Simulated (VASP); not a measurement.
# MgO (rock salt) (Fm-3m) in VASP: a series of runs

The runs below take MgO (rock salt) through single point, with LDA.

Program: VASP 6.6.1. These are calculated values, not measurements. Logs are shortened: lines on timing, memory, paths and dates and some standing lists are left out, and cuts for length are marked.

## Step 1: The cell of the first run

The structure is cubic, space group Fm-3m (No. 225). Conventional cell: a = 4.252 Å, b = 4.252 Å, c = 4.252 Å, α = 90.00°, β = 90.00°, γ = 90.00°. Mg (site symmetry m-3m) has 6 O at 2.13 Å within 2.8 Å. O (site symmetry m-3m) has 6 Mg at 2.13 Å within 2.8 Å.

## Step 2: Single point, LDA (volume scaled by 1.03)

File INCAR:

```
PREC = Accurate
ENCUT = 520
EDIFF = 1E-6
ISMEAR = 0
SIGMA = 0.01
LREAL = F
LASPH = T
NELM = 100
ALGO = Normal
ISIF = 2
LWAVE = F
LCHARG = F
GGA = CA
NBANDS = 11
```

File KPOINTS:

```
Automatic mesh
0
Gamma
  10 10 10
```

File POSCAR:

```
MgO
1.0
    0.0000000000      2.1258429397      2.1258429397
    2.1258429397      0.0000000000      2.1258429397
    2.1258429397      2.1258429397      0.0000000000
Mg O
1 1
Direct
    0.0000000000      0.0000000000      0.0000000000
    0.5000000000      0.5000000000      0.5000000000
```

Potentials or basis: VASP PAW LDA potentials, release 64 (Mg, O).

Run with:

```sh
$ cat potpaw_LDA.64/Mg/POTCAR potpaw_LDA.64/O/POTCAR > POTCAR
$ mpirun -np 1 vasp_std > vasp.out
```

OUTCAR:

```text
PREC = Accurate
   ENCUT = 520
   EDIFF = 1E-6
   ISMEAR = 0
   LREAL = F
   LASPH = T
   NELM = 100
   ISIF = 2
   GGA = CA

 ion  position               nearest neighbor table
   1  0.000  0.000  0.000-   2 2.13   2 2.13   2 2.13   2 2.13   2 2.13   2 2.13
   2  0.500  0.500  0.500-   1 2.13   1 2.13   1 2.13   1 2.13   1 2.13   1 2.13

  LATTYP: Found a face centered cubic cell.
 ALAT       =     4.2516858794

  Lattice vectors:

 A1 = (   0.0000000000,   2.1258429397,   2.1258429397)
 A2 = (   2.1258429397,   0.0000000000,   2.1258429397)
 A3 = (   2.1258429397,   2.1258429397,   0.0000000000)

Analysis of symmetry for initial positions (statically):
=====================================================================
 Subroutine PRICEL returns:
 Original cell was already a primitive cell.

 Routine SETGRP: Setting up the symmetry group for a
 face centered cubic supercell.

 Subroutine GETGRP returns: Found 48 space group operations
 (whereof 48 operations were pure point group operations)
 out of a pool of 48 trial point group operations.

The static configuration has the point symmetry O_h .

Analysis of symmetry for dynamics (positions and initial velocities):
=====================================================================
 Subroutine PRICEL returns:
 Original cell was already a primitive cell.

 Routine SETGRP: Setting up the symmetry group for a
 face centered cubic supercell.

 Subroutine GETGRP returns: Found 48 space group operations
 (whereof 48 operations were pure point group operations)
 out of a pool of 48 trial point group operations.

The dynamic configuration has the point symmetry O_h .

 Subroutine INISYM returns: Found 48 space group operations
 (whereof 48 operations are pure point group operations),
 and found     1 'primitive' translations

----------------------------------------------------------------------------------------

                                     Primitive cell

  volume of cell :      19.2143

  direct lattice vectors                    reciprocal lattice vectors
     0.000000000  2.125842940  2.125842940    -0.235200819  0.235200819  0.235200819
     2.125842940  0.000000000  2.125842940     0.235200819 -0.235200819  0.235200819
     2.125842940  2.125842940  0.000000000     0.235200819  0.235200819 -0.235200819

  length of vectors
     3.006395917  3.006395917  3.006395917     0.407379768  0.407379768  0.407379768

  position of ions in fractional coordinates (direct lattice)
     0.000000000  0.000000000  0.000000000
     0.500000000  0.500000000  0.500000000
[... 81 lines left out ...]
   IBRION =     -1    ionic relax: 0-MD 1-quasi-New 2-CG
   NFREE  =      0    steps in history (QN), initial steepest desc. (CG)
   ISIF   =      2    stress and relaxation
   ISYM   =      2    0-nonsym 1-usesym 2-fastsym
   POTIM  = 0.5000    time-step for ionic-motion
   TEBEG  =    0.0;   TEEND  =   0.0 temperature during run
   PSTRESS=    0.0 pullay stress
   NELECT =       8.0000    total number of electrons
   NUPDOWN=      -1.0000    fix difference up-down
   EMIN   =  10.00;   EMAX   =-10.00  energy-range for DOS
   EFERMI =   0.00;   METHOD = LEGACY
   ISMEAR =     0;   SIGMA  =   0.01  broadening in eV -4-tet -1-fermi 0-gaus
   EFERMI_NEDOS =   21; number of points for ismear=-14 and -15
   IALGO  =     38    algorithm
   IMIX   =      4    mixing-type and parameters
     AMIX     =   0.40;   BMIX     =  1.00
     AMIX_MAG =   1.60;   BMIX_MAG =  1.00
  volume/ion in A,a.u.               =       9.61        64.83
  Fermi-wavevector in a.u.,A,eV,Ry     =   1.222448  2.310091 20.332255  1.494379
  Thomas-Fermi vector in A             =   2.357594
   LORBIT       =      0    0 simple, 1 ext, 2 COOP (PROOUT), +10 PAW based schemes
   GGA     = CA    functional components
   LHFCALC =     F    Hartree Fock is set to
   AEXX    =    0.0000 exact exchange contribution
   IVDW    =     0    specifies the selected vdW correction
   LEPSILON=     F    determine dielectric tensor
   LRPA    =     F    only Hartree local field effects (RPA)
 non-spin polarized calculation
 Gauss-broadening in eV      SIGMA  =   0.01
  energy-cutoff  :      520.00
  volume of cell :       19.21
 maximum number of plane-waves:       534
 NGX is ok and might be reduce to    24
   NGX = 11   NGY = 11   NGZ = 11

 number of electron       8.0000004 magnetization

 Free energy of the ion-electron system (eV)
  ---------------------------------------------------
  ext. energy  EPLUGINS =         0.00000000
  ---------------------------------------------------
  free energy    TOTEN  =       -13.39321345 eV

  energy without entropy =      -13.39321345  energy(sigma->0) =      -13.39321345

 E-fermi :   2.8456     XC(G=0): -11.4570

 val. band max:        2.6706351261   @ k =   0.0000   0.0000   0.0000
 cond. band min:       7.0583006499   @ k =   0.0000   0.0000   0.0000
 fundamental gap:      4.3876655238
 Fermi energy:         2.8455688528

 k-point     1 :       0.0000    0.0000    0.0000
  band No.  band energies     occupation
      1     -14.1869      2.00000
      2       2.6706      2.00000
      3       2.6706      2.00000
      4       2.6706      2.00000
      5       7.0583      0.00000
      6      18.0430      0.00000
      7      18.0430      0.00000
      8      18.0430      0.00000
      9      21.9949      0.00000
     10      23.6036      0.00000
     11      23.6036      0.00000
[... 309 lines left out ...]
 k-point    24 :       0.4000    0.3000    0.0000
  band No.  band energies     occupation
      1     -12.9513      2.00000
      2      -0.8671      2.00000
      3       1.3820      2.00000
      4       1.5994      2.00000
      5      11.7920      0.00000
      6      12.5428      0.00000
      7      15.7020      0.00000
      8      20.1686      0.00000
      9      20.3751      0.00000
     10      26.9022      0.00000
     11      28.8094      0.00000

 [... further k-points ...]
[... 5 lines left out ...]
  --------------------------------------------------------------------------------------
  -------------------------------------------------------------------------------------
  Total       -1.3910110     -1.3910110     -1.3910110     -0.0000000      0.0000000      0.0000000
  in kB     -115.9892153   -115.9892153   -115.9892153     -0.0000000      0.0000000      0.0000000
  external PRESSURE =    -115.9892153 kB  Pullay stress =       0.0000000 kB

 VOLUME and BASIS-vectors are now :
 -----------------------------------------------------------------------------
  energy-cutoff  :      520.00
  volume of cell :       19.21
      direct lattice vectors                 reciprocal lattice vectors
     0.000000000  2.125842940  2.125842940    -0.235200819  0.235200819  0.235200819
     2.125842940  0.000000000  2.125842940     0.235200819 -0.235200819  0.235200819
     2.125842940  2.125842940  0.000000000     0.235200819  0.235200819 -0.235200819

 POSITION                                       TOTAL-FORCE (eV/Angst)
 -----------------------------------------------------------------------------------
      0.00000      0.00000      0.00000         0.000000      0.000000     -0.000000
      2.12584      2.12584      2.12584        -0.000000     -0.000000      0.000000
 -----------------------------------------------------------------------------------
    total drift:                               -0.000000     -0.000000      0.000000

  FREE ENERGIE OF THE ION-ELECTRON SYSTEM (eV)
  ---------------------------------------------------
  free  energy   TOTEN  =       -13.3932134549 eV

  energy  without entropy=      -13.3932134549  energy(sigma->0) =      -13.39321345
```

Wall time 5.9 s (1 thread of Intel Xeon 8259CL, shared host); peak memory 0.13 GiB.

What came out:

| Item | Value |
| --- | --- |
| Free energy | -13.3932 eV |
| Pressure | -11.6 GPa |
| Band gap on the k mesh | 4.39 eV, direct |

## Step 3: Single point, LDA (volume scaled by 0.49)

File INCAR:

```
  PREC = Accurate
  ENCUT = 600
  EDIFF = 1E-6
  ISMEAR = 0
  SIGMA = 0.01
  LREAL = False
  LASPH = True
  NELM = 120
  ALGO = Normal
  ISIF = 2
  LWAVE = False
  LCHARG = False
  GGA = CA
  NBANDS = 11
  GGA_COMPAT = False
```

File KPOINTS:

```
regular mesh
0
Gamma
  10 10 10
```

File POSCAR:

```
MgO
1.0
    0.0000000000      1.6595262518      1.6595262518
    1.6595262518      0.0000000000      1.6595262518
    1.6595262518      1.6595262518      0.0000000000
Mg O
1 1
Direct
    0.0000000000      0.0000000000      0.0000000000
    0.5000000000      0.5000000000      0.5000000000
```

Potentials or basis: VASP PAW LDA potentials, release 64 (Mg, O).

Run with:

```sh
$ cat potpaw_LDA.64/Mg/POTCAR potpaw_LDA.64/O/POTCAR > POTCAR
$ mpirun -np 1 vasp_std > vasp.out
```

It took 10 s on 1 thread of Intel Xeon 8259CL, shared host; peak memory 0.12 GiB.

It converged, with:

* Free energy: -6.0486 eV
* Pressure: 492.9 GPa
* Band gap on the k mesh: 8.18 eV, indirect (least direct gap 10.73 eV)

Levels at points of the mesh, in eV from the valence-band top:
```
           k point  band 1  band 2  band 3  band 4  band 5  band 6  band 7  band 8  band 9
(0.00, 0.00, 0.00)  -22.30    0.00    0.00    0.00   15.44   18.97   18.97   18.97   25.36
(0.50, 0.00, 0.00)  -17.98   -9.03   -2.21   -2.21   13.13   21.46   24.68   24.68   32.38
(0.50, 0.50, 0.00)  -17.96   -7.69   -2.55   -2.55    8.18   20.43   22.57   32.68   32.68
```

## Step 4: Single point, LDA (volume scaled by 0.46)

File INCAR:

```
SYSTEM = MgO
PREC = Accurate ; ENCUT = 600
EDIFF = 1E-6 ; ISMEAR = 0
SIGMA = 0.01 ; LREAL = .FALSE.
LASPH = .TRUE. ; NELM = 120
ALGO = Normal ; ISIF = 2
LWAVE = .FALSE. ; LCHARG = .FALSE.
NBANDS = 11 ; GGA_COMPAT = .FALSE.
```

File KPOINTS:

```
Automatic mesh
0
G
  10 10 10
  0 0 0
```

File POSCAR:

```
MgO
1.0
    0.0000000000      1.6249426735      1.6249426735
    1.6249426735      0.0000000000      1.6249426735
    1.6249426735      1.6249426735      0.0000000000
Mg O
1 1
Direct
    0.0000000000      0.0000000000      0.0000000000
    0.5000000000      0.5000000000      0.5000000000
```

Run with:

```sh
$ cat potpaw_LDA.64/Mg/POTCAR potpaw_LDA.64/O/POTCAR > POTCAR
$ mpirun -np 1 vasp_std > vasp.out
```

Run time: 8.4 s. Hardware: 1 thread of Intel Xeon 8259CL, shared host; peak memory 0.12 GiB.

The run converged, but its numbers aren't listed here, since they failed a check.

## Step 5: Single point, LDA (volume scaled by 0.56)

File INCAR:

```
PREC = Accurate
ENCUT = 600
EDIFF = 1E-6
ISMEAR = 0
SIGMA = 0.01
LREAL = False
LASPH = True
NELM = 120
ALGO = Normal
ISIF = 2
LWAVE = False
LCHARG = False
NBANDS = 11
GGA_COMPAT = False
```

File KPOINTS:

```
Automatic mesh
0
Gamma
  10 10 10
```

File POSCAR:

```
MgO
1.0
    0.0000000000      1.7350611112      1.7350611112
    1.7350611112      0.0000000000      1.7350611112
    1.7350611112      1.7350611112      0.0000000000
Mg O
1 1
Direct
    0.0000000000      0.0000000000      0.0000000000
    0.5000000000      0.5000000000      0.5000000000
```

Run with:

```sh
$ cat potpaw_LDA.64/Mg/POTCAR potpaw_LDA.64/O/POTCAR > POTCAR
$ mpirun -np 1 vasp_std > vasp.out
```

Wall time 9.6 s (1 thread of Intel Xeon 8259CL, shared host); peak memory 0.12 GiB.

It converged, with:

```yaml
Free_energy: -9.1978 eV
Pressure: 295.4 GPa
Band_gap_on_the_k_mesh: 8.58 eV, indirect (least direct gap 10.91 eV)
```

Levels at points of the mesh, in eV from the valence-band top:
| k point | band 2 | band 3 | band 4 | band 5 | band 6 | band 7 |
| --- | --- | --- | --- | --- | --- | --- |
| (0.00, 0.00, 0.00) | 0.00 | 0.00 | 0.00 | 12.77 | 18.43 | 18.43 |
| (0.50, 0.00, 0.00) | -8.04 | -1.78 | -1.78 | 11.99 | 19.64 | 22.82 |
| (0.50, 0.50, 0.00) | -6.99 | -2.33 | -2.33 | 8.58 | 17.87 | 20.40 |

 A k mesh can miss the band edges.

## Step 6: Overview

```csv
cell,cutoff (eV),gap on the mesh (eV),pressure (GPa)
"a = 3.006 Å, angles 60.0°, 2 atoms",520,4.39,-11.6
"a = 2.347 Å, angles 60.0°, 2 atoms",600,8.18,492.9
"a = 2.454 Å, angles 60.0°, 2 atoms",600,8.58,295.4
```

Alike in all rows: task single point; level LDA; potentials or basis VASP PAW LDA potentials, release 64 (Mg, O); no spin polarisation; k mesh 10 × 10 × 10; smearing gaussian 0.01 eV.

Total energies depend on the potentials used, so only differences within one code and one set of settings carry meaning.
